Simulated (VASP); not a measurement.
# Ga (C2/c) in VASP: a series of runs

Ga is run at these levels: PBEsol; tasks: single point.

Program: VASP 6.6.1. These are calculated values, not measurements. Logs are shortened: lines on timing, memory, paths and dates and some standing lists are left out, and cuts for length are marked.

**1. The cell of the first run**

It takes space group C2/c (No. 15, monoclinic). Conventional cell: a = 2.789 Å, b = 8.120 Å, c = 3.360 Å, α = 90.00°, β = 92.02°, γ = 90.00°. Ga (site symmetry 2) has 10 Ga at 2.71 to 3.36 Å within 3.6 Å.

**2. Single point, PBEsol (volume scaled by 1.025)**

Input file INCAR:

```
ALGO = Normal ; EDIFF = 1E-6
ENCUT = 520 ; GGA = PS
ISIF = 2 ; ISMEAR = -1
LASPH = T ; LCHARG = F
LREAL = F ; LWAVE = F
NBANDS = 20 ; NELM = 60
PREC = Accurate ; SIGMA = 0.03
```

Input file KPOINTS:

```
k-points
0
Gamma
  14 14 11
```

Input file POSCAR:

```
Ga
1.0
    1.3944302704     -4.0597783686      0.0000000000
    1.3944302704      4.0597783686      0.0000000000
   -0.1184207052      0.0000000000      3.3574513307
Ga
2
Direct
    0.8690000000      0.1310000000      0.2500000000
    0.1310000000      0.8690000000      0.7500000000
```

Potentials or basis: VASP PAW PBE potentials, release 64 (Ga_d).

On the command line:

```console
> cat potpaw_PBE.64/Ga_d/POTCAR > POTCAR
> mpirun -np 1 vasp_std > vasp.out
```

OUTCAR:

```text
EDIFF = 1E-6
   ENCUT = 520
   GGA = PS
   ISIF = 2
   ISMEAR = -1
   LASPH = T
   LREAL = F
   NELM = 60
   PREC = Accurate

 ion  position               nearest neighbor table
   1  0.869  0.131  0.250-   2 2.71   2 2.71   2 2.89   2 2.89
   2  0.131  0.869  0.750-   1 2.71   1 2.71   1 2.89   1 2.89

  LATTYP: Found a base centered monoclinic cell.
 ALAT       =     2.7888605408
 B/A-ratio  =     2.9114244396
 C/A-ratio  =     1.2046278548
 COS(beta)  =    -0.0352490928

  Lattice vectors:

 A1 = (   1.3944302704,  -4.0597783686,   0.0000000000)
 A2 = (   1.3944302704,   4.0597783686,   0.0000000000)
 A3 = (  -0.1184207052,   0.0000000000,   3.3574513307)

Analysis of symmetry for initial positions (statically):
=====================================================================
 Subroutine PRICEL returns:
 Original cell was already a primitive cell.

 Routine SETGRP: Setting up the symmetry group for a
 base centered monoclinic supercell.

 Subroutine GETGRP returns: Found  4 space group operations
 (whereof  2 operations were pure point group operations)
 out of a pool of  4 trial point group operations.

The static configuration has the point symmetry S_2 .
 The point group associated with its full space group is C_2h.

Analysis of symmetry for dynamics (positions and initial velocities):
=====================================================================
 Subroutine PRICEL returns:
 Original cell was already a primitive cell.

 Routine SETGRP: Setting up the symmetry group for a
 base centered monoclinic supercell.

 Subroutine GETGRP returns: Found  4 space group operations
 (whereof  2 operations were pure point group operations)
 out of a pool of  4 trial point group operations.

The dynamic configuration has the point symmetry S_2 .
 The point group associated with its full space group is C_2h.

 Subroutine INISYM returns: Found  4 space group operations
 (whereof  2 operations are pure point group operations),
 and found     1 'primitive' translations

----------------------------------------------------------------------------------------

                                     Primitive cell

  volume of cell :      38.0136

  direct lattice vectors                    reciprocal lattice vectors
     1.394430270 -4.059778369  0.000000000     0.358569382 -0.123159433  0.012647105
     1.394430270  4.059778369  0.000000000     0.358569382  0.123159433  0.012647105
    -0.118420705  0.000000000  3.357451331     0.000000000  0.000000000  0.297844973

  length of vectors
     4.292579199  4.292579199  3.359539091     0.379341794  0.379341794  0.297844973

  position of ions in fractional coordinates (direct lattice)
     0.869000000  0.131000000  0.250000000
     0.131000000  0.869000000  0.750000000

  ion indices of the primitive-cell ions
   primitive index   ion index
                 1           1
                 2           2

----------------------------------------------------------------------------------------

 KPOINTS: k-points

Automatic generation of k-mesh.
 Grid dimensions read from file:
 generate k-points for:   14   14   11

 Generating k-lattice:

  Cartesian coordinates                     Fractional coordinates (reciprocal lattice)
     0.025612099 -0.008797102  0.000903365     0.071428571 -0.000000000  0.000000000
     0.025612099  0.008797102  0.000903365    -0.000000000  0.071428571  0.000000000
     0.000000000  0.000000000  0.027076816     0.000000000  0.000000000  0.090909091

  Length of vectors
     0.027095842  0.027095842  0.027076816

  Shift w.r.t. Gamma in fractional coordinates (k-lattice)
     0.000000000  0.000000000  0.000000000

 Subroutine IBZKPT returns following result:
 ===========================================

 Found    582 irreducible k-points:

 Following reciprocal coordinates:
            Coordinates               Weight
  0.000000  0.000000  0.000000      1.000000
  0.071429 -0.000000  0.000000      4.000000
  0.142857  0.000000  0.000000      4.000000
  0.214286  0.000000  0.000000      4.000000
[... 51 lines left out ...]
     20      20.2088      0.00000

 k-point     5 :       0.2857   -0.0000   -0.0000
  band No.  band energies     occupation
      1      -9.7449      2.00000
      2      -9.7040      2.00000
      3      -9.6298      2.00000
      4      -9.6010      2.00000
      5      -9.5779      2.00000
      6      -9.4966      2.00000
[... 12 lines left out ...]
     19      16.5280      0.00000
     20      18.9931      0.00000

 k-point     6 :       0.3571   -0.0000    0.0000
  band No.  band energies     occupation
      1      -9.7321      2.00000
      2      -9.6940      2.00000
      3      -9.6332      2.00000
      4      -9.6169      2.00000
      5      -9.6059      2.00000
      6      -9.5077      2.00000
[... 12 lines left out ...]
     19      16.3904      0.00000
     20      17.6528      0.00000

 k-point     7 :       0.4286    0.0000    0.0000
  band No.  band energies     occupation
      1      -9.7237      2.00000
      2      -9.7044      2.00000
      3      -9.6482      2.00000
      4      -9.6258      2.00000
      5      -9.6103      2.00000
      6      -9.5111      2.00000
[... 12 lines left out ...]
     19      15.2221      0.00000
     20      17.2988      0.00000
[... 277 lines left out ...]
 k-point    20 :      -0.1429    0.0714   -0.0000
  band No.  band energies     occupation
      1      -9.7767      2.00000
      2      -9.7750      2.00000
      3      -9.7433      2.00000
      4      -9.6858      2.00000
      5      -9.4904      2.00000
      6      -9.4820      2.00000
[... 12 lines left out ...]
     19      15.7292      0.00000
     20      18.9324      0.00000

 k-point    21 :      -0.0714    0.0714    0.0000
  band No.  band energies     occupation
      1      -9.7856      2.00000
      2      -9.7832      2.00000
      3      -9.7525      2.00000
      4      -9.7108      2.00000
      5      -9.4751      2.00000
      6      -9.4694      2.00000
[... 12 lines left out ...]
     19      15.9104      0.00000
     20      17.6459      0.00000

 k-point    22 :       0.1429    0.1429    0.0000
  band No.  band energies     occupation
      1      -9.7602      2.00000
      2      -9.7128      2.00000
      3      -9.6343      2.00000
      4      -9.5664      2.00000
      5      -9.5490      2.00000
      6      -9.5248      2.00000
[... 12 lines left out ...]
     19      17.2917      0.00000
     20      19.7576      0.00000

 k-point    23 :       0.2143    0.1429    0.0000
  band No.  band energies     occupation
      1      -9.7514      2.00000
      2      -9.6916      2.00000
      3      -9.6593      2.00000
      4      -9.5795      2.00000
      5      -9.5694      2.00000
      6      -9.5432      2.00000
[... 12 lines left out ...]
     19      17.2565      0.00000
     20      18.7071      0.00000

 k-point    24 :       0.2857    0.1429   -0.0000
  band No.  band energies     occupation
      1      -9.7440      2.00000
      2      -9.6956      2.00000
      3      -9.6636      2.00000
      4      -9.6071      2.00000
      5      -9.5759      2.00000
      6      -9.5442      2.00000
[... 12 lines left out ...]
     19      16.3701      0.00000
     20      17.4652      0.00000

 [... further k-points ...]
[... 5 lines left out ...]
  --------------------------------------------------------------------------------------
  -------------------------------------------------------------------------------------
  Total       -0.7357323     -0.7220022     -0.7382474      0.0000000      0.0000000     -0.0164101
  in kB      -31.0092722    -30.4305808    -31.1152760      0.0000000      0.0000000     -0.6916432
  external PRESSURE =     -30.8517097 kB  Pullay stress =       0.0000000 kB

 VOLUME and BASIS-vectors are now :
 -----------------------------------------------------------------------------
  energy-cutoff  :      520.00
  volume of cell :       38.01
      direct lattice vectors                 reciprocal lattice vectors
     1.394430270 -4.059778369  0.000000000     0.358569382 -0.123159433  0.012647105
     1.394430270  4.059778369  0.000000000     0.358569382  0.123159433  0.012647105
    -0.118420705  0.000000000  3.357451331     0.000000000  0.000000000  0.297844973

 POSITION                                       TOTAL-FORCE (eV/Angst)
 -----------------------------------------------------------------------------------
      1.36483     -2.99612      0.83936         0.000000      0.170946      0.000000
      1.30561      2.99612      2.51809        -0.000000     -0.170946     -0.000000
 -----------------------------------------------------------------------------------
    total drift:                                0.000000      0.000000     -0.000000

  FREE ENERGIE OF THE ION-ELECTRON SYSTEM (eV)
  ---------------------------------------------------
  free  energy   TOTEN  =        -6.6594483183 eV

  energy  without entropy=       -6.6575875043  energy(sigma->0) =       -6.65851791
```

Wall time 10 min (1 thread of Oxide Virtual Turin-like, shared host); peak memory 0.41 GiB.

Results:

| Quantity | Value |
| --- | --- |
| Free energy | -6.6594 eV |
| Pressure | -3.1 GPa |
| Largest force | 0.171 eV/Å |
| Band gap on the k mesh | zero (band 13 reaches 9.20 eV, above the bottom of band 14 at 1.37 eV) |

Forces on the atoms (eV/Å):
```
Ga   0.000  0.171  0.000
Ga   0.000 -0.171  0.000
```

Levels at points of the mesh, in eV from the Fermi level:
| k point | band 9 | band 10 | band 11 | band 12 | band 13 | band 14 | band 15 | band 16 | band 17 | band 18 |
| --- | --- | --- | --- | --- | --- | --- | --- | --- | --- | --- |
| (0.00, 0.00, 0.00) | -14.69 | -14.56 | -11.05 | -2.02 | -1.70 | 1.62 | 5.39 | 9.50 | 9.98 | 10.22 |
| (0.50, 0.00, 0.00) | -14.62 | -14.57 | -6.00 | -4.92 | -1.29 | -0.05 | 5.66 | 6.44 | 8.30 | 9.06 |
| (0.50, 0.50, 0.00) | -14.65 | -14.61 | -8.96 | -8.47 | 3.94 | 4.50 | 5.67 | 5.90 | 7.42 | 10.82 |

Caveat: the PAW data sets were made with another functional, which shifts forces and pressure a little.

**3. Single point, PBEsol (volume scaled by 1.05)**

Input file INCAR:

```
  PREC = Accurate
  ENCUT = 520
  EDIFF = 1E-6
  ISMEAR = -1
  SIGMA = 0.03
  LREAL = False
  LASPH = True
  NELM = 100
  ALGO = Normal
  ISIF = 2
  LWAVE = False
  LCHARG = False
  GGA = PS
  NBANDS = 20
```

Input file KPOINTS:

```
Automatic mesh
0
Gamma
  14 14 11
```

Input file POSCAR:

```
Ga
1.0
    1.4056761615     -4.0925199307      0.0000000000
    1.4056761615      4.0925199307      0.0000000000
   -0.1193757521      0.0000000000      3.3845287204
Ga
2
Direct
    0.8690000000      0.1310000000      0.2500000000
    0.1310000000      0.8690000000      0.7500000000
```

Potentials or basis: VASP PAW PBE potentials, release 64 (Ga_d).

On the command line:

```console
> cat potpaw_PBE.64/Ga_d/POTCAR > POTCAR
> mpirun -np 1 vasp_std > vasp.out
```

Run time: 8.8 min. Hardware: 1 thread of Oxide Virtual Turin-like, shared host; peak memory 0.43 GiB.

The run converged. Its results:

```yaml
Free_energy: -6.6392 eV
Pressure: -4.1 GPa
Largest_force: 0.157 eV/Å
Band_gap_on_the_k_mesh: zero (band 13 reaches 8.93 eV, above the bottom of band 14 at 1.25 eV)
```

Forces in eV/Å, atoms in the order of the input:
```
Ga   0.000  0.157  0.000
Ga   0.000 -0.157  0.000
```

Stress tensor (GPa, compression positive):
```
-4.08  0.00 -0.05
 0.00 -4.05  0.00
-0.05  0.00 -4.12
```

Levels at points of the mesh, in eV from the Fermi level:
| k point | band 10 | band 11 | band 12 | band 13 | band 14 | band 15 | band 16 | band 17 |
| --- | --- | --- | --- | --- | --- | --- | --- | --- |
| (0.00, 0.00, 0.00) | -14.55 | -10.86 | -1.95 | -1.76 | 1.62 | 5.35 | 9.33 | 9.79 |
| (0.50, 0.00, 0.00) | -14.56 | -5.94 | -4.82 | -1.24 | -0.09 | 5.55 | 6.30 | 8.16 |
| (0.50, 0.50, 0.00) | -14.60 | -8.81 | -8.33 | 3.89 | 4.44 | 5.54 | 5.77 | 7.30 |

Caveat: the PAW data sets were made with another functional, which shifts forces and pressure a little.

**4. Single point, PBEsol (volume scaled by 0.96)**

Input file INCAR:

```
SYSTEM = Ga
PREC = Accurate
ENCUT = 520
EDIFF = 1E-6
ISMEAR = -1
SIGMA = 0.03
LREAL = .FALSE.
LASPH = .TRUE.
NELM = 60
ALGO = Normal
ISIF = 2
LWAVE = .FALSE.
LCHARG = .FALSE.
GGA = PS
NBANDS = 20
```

Input file KPOINTS:

```
regular mesh
0
G
  14 14 11
  0 0 0
```

Input file POSCAR:

```
Ga
1.0
    1.3643085195     -3.9720811669      0.0000000000
    1.3643085195      3.9720811669      0.0000000000
   -0.1158626432      0.0000000000      3.2849254291
Ga
2
Direct
    0.8690000000      0.1310000000      0.2500000000
    0.1310000000      0.8690000000      0.7500000000
```

On the command line:

```console
> cat potpaw_PBE.64/Ga_d/POTCAR > POTCAR
> mpirun -np 1 vasp_std > vasp.out
```

It took 7.3 min on 1 thread of Oxide Virtual Turin-like, shared host; peak memory 0.39 GiB.

It converged, with:

```yaml
Free_energy: -6.6794 eV
Pressure: 0.5 GPa
Largest_force: 0.200 eV/Å
Band_gap_on_the_k_mesh: zero (band 13 reaches 9.98 eV, above the bottom of band 14 at 1.73 eV)
```

Forces in eV/Å, atoms in the order of the input:
```
Ga   0.000  0.200  0.000
Ga   0.000 -0.200  0.000
```

Stress tensor (GPa, compression positive):
```
 0.49  0.00 -0.13
 0.00  0.66  0.00
-0.13  0.00  0.35
```

Levels at points of the mesh, in eV from the Fermi level:
```csv
k point,band 10,band 11,band 12,band 13,band 14,band 15,band 16,band 17
"(0.00, 0.00, 0.00)",-14.58,-11.56,-2.21,-1.51,1.64,5.50,9.99,10.52
"(0.50, 0.00, 0.00)",-14.60,-6.15,-5.21,-1.43,0.07,5.97,6.83,8.70
"(0.50, 0.50, 0.00)",-14.65,-9.36,-8.84,4.09,4.69,6.05,6.28,7.76
```

Caveat: the PAW data sets were made with another functional, which shifts forces and pressure a little.

**5. Single point, PBEsol (volume scaled by 0.99)**

Input file INCAR:

```
SYSTEM = Ga
  ALGO = Normal
  EDIFF = 1E-6
  ENCUT = 520
  GGA = PS
  ISIF = 2
  ISMEAR = -1
  LASPH = .TRUE.
  LCHARG = .FALSE.
  LREAL = .FALSE.
  LWAVE = .FALSE.
  NBANDS = 20
  NELM = 60
  PREC = Accurate
  SIGMA = 0.03
```

Input file KPOINTS:

```
k-points
0
G
  14 14 11
  0 0 0
```

Input file POSCAR:

```
Ga
1.0
    1.3783745474     -4.0130333442      0.0000000000
    1.3783745474      4.0130333442      0.0000000000
   -0.1170571877      0.0000000000      3.3187930272
Ga
2
Direct
    0.8690000000      0.1310000000      0.2500000000
    0.1310000000      0.8690000000      0.7500000000
```

On the command line:

```console
> cat potpaw_PBE.64/Ga_d/POTCAR > POTCAR
> mpirun -np 1 vasp_std > vasp.out
```

It took 6.6 min on 1 thread of Oxide Virtual Turin-like, shared host; peak memory 0.41 GiB.

It converged, with:

* Free energy: -6.6769 eV
* Pressure: -1.3 GPa
* Largest force: 0.187 eV/Å
* Band gap on the k mesh: zero (band 13 reaches 9.61 eV, above the bottom of band 14 at 1.55 eV)

Forces in eV/Å, atoms in the order of the input:
```
Ga   0.000  0.187  0.000
Ga   0.000 -0.187  0.000
```

Stress tensor (GPa, compression positive):
```
-1.38  0.00 -0.11
 0.00 -1.26  0.00
-0.11  0.00 -1.41
```

Levels at points of the mesh, in eV from the Fermi level:
```
           k point  band 11  band 12  band 13  band 14  band 15  band 16
(0.00, 0.00, 0.00)   -11.31    -2.12    -1.60     1.63     5.44     9.76
(0.50, 0.00, 0.00)    -6.08    -5.08    -1.37     0.02     5.82     6.64
(0.50, 0.50, 0.00)    -9.17    -8.66     4.01     4.60     5.87     6.10
```

Caveat: the PAW data sets were made with another functional, which shifts forces and pressure a little.

**6. Single point, PBEsol (equal xx and yy strain of +2 %)**

Input file INCAR:

```
ALGO     = Normal         # electronic algorithm
EDIFF    = 1E-7           # SCF threshold, eV
ENCUT    = 520            # plane-wave cutoff, eV
GGA      = PS             # functional
ISIF     = 2              # what is computed and relaxed
ISMEAR   = -1             # smearing method
LASPH    = True           # aspherical terms in the spheres
LCHARG   = False          # write CHGCAR
LREAL    = False          # projectors in reciprocal space
LWAVE    = False          # write WAVECAR
NBANDS   = 20             # bands
NELM     = 80             # most SCF steps
PREC     = Accurate       # precision mode
SIGMA    = 0.03           # smearing width, eV
```

Input file KPOINTS:

```
k-points
0
Gamma
  14 14 11
```

Input file POSCAR:

```
Ga
1.0
    1.4106600000     -4.1070300000      0.0000000000
    1.4106600000      4.1070300000      0.0000000000
   -0.1197990000      0.0000000000      3.3299300000
Ga
2
Direct
    0.8690000000      0.1310000000      0.2500000000
    0.1310000000      0.8690000000      0.7500000000
```

Potentials or basis: VASP PAW PBE potentials, release 64 (Ga_d).

On the command line:

```console
> cat potpaw_PBE.64/Ga_d/POTCAR > POTCAR
> mpirun -np 1 vasp_std > vasp.out
```

Run time: 11 min. Hardware: 1 thread of Oxide Virtual Turin-like, shared host; peak memory 0.43 GiB.

The run converged. Its results:

| Item | Value |
| --- | --- |
| Free energy | -6.6474 eV |
| Pressure | -3.6 GPa |
| Largest force | 0.175 eV/Å |
| Band gap on the k mesh | zero (band 13 reaches 9.32 eV, above the bottom of band 14 at 1.34 eV) |

Forces on the atoms (eV/Å):
```
Ga   0.000  0.175  0.000
Ga   0.000 -0.175  0.000
```

Stress tensor (GPa, compression positive):
```
-3.56  0.00  0.11
 0.00 -3.81  0.00
 0.11  0.00 -3.45
```

Levels at points of the mesh, in eV from the Fermi level:
```
           k point  band 11  band 12  band 13  band 14  band 15  band 16
(0.00, 0.00, 0.00)   -10.95    -2.09    -1.81     1.92     5.62     9.12
(0.50, 0.00, 0.00)    -6.08    -4.93    -1.37    -0.20     5.75     6.38
(0.50, 0.50, 0.00)    -8.91    -8.43     4.17     4.72     5.86     6.06
```

Caveat: the cell differs from its parent crystal (equal xx and yy strain of +2 %); the PAW data sets were made with another functional, which shifts forces and pressure a little.

**7. The runs side by side**

```csv
cell,gap on the mesh (eV),pressure (GPa),largest force (eV/Å)
"a = 4.293, b = 4.293, c = 3.360 Å, angles 90.7, 90.7, 142.1°, 2 atoms",none,-3.1,0.17
"a = 4.327, b = 4.327, c = 3.387 Å, angles 90.7, 90.7, 142.1°, 2 atoms",none,-4.1,0.16
"a = 4.200, b = 4.200, c = 3.287 Å, angles 90.7, 90.7, 142.1°, 2 atoms",none,0.5,0.20
"a = 4.243, b = 4.243, c = 3.321 Å, angles 90.7, 90.7, 142.1°, 2 atoms",none,-1.3,0.19
"a = 4.343, b = 4.343, c = 3.332 Å, angles 90.7, 90.7, 142.1°, 2 atoms",none,-3.6,0.17
```

Alike in all rows: task single point; level PBEsol; potentials or basis VASP PAW PBE potentials, release 64 (Ga_d); no spin polarisation; k mesh 14 × 14 × 11; cutoff (eV) 520; smearing fermi-dirac 0.03 eV.

Caveats: the PAW data sets were made with another functional, which shifts forces and pressure a little.

Absolute energies hang on the potentials; compare differences alone.
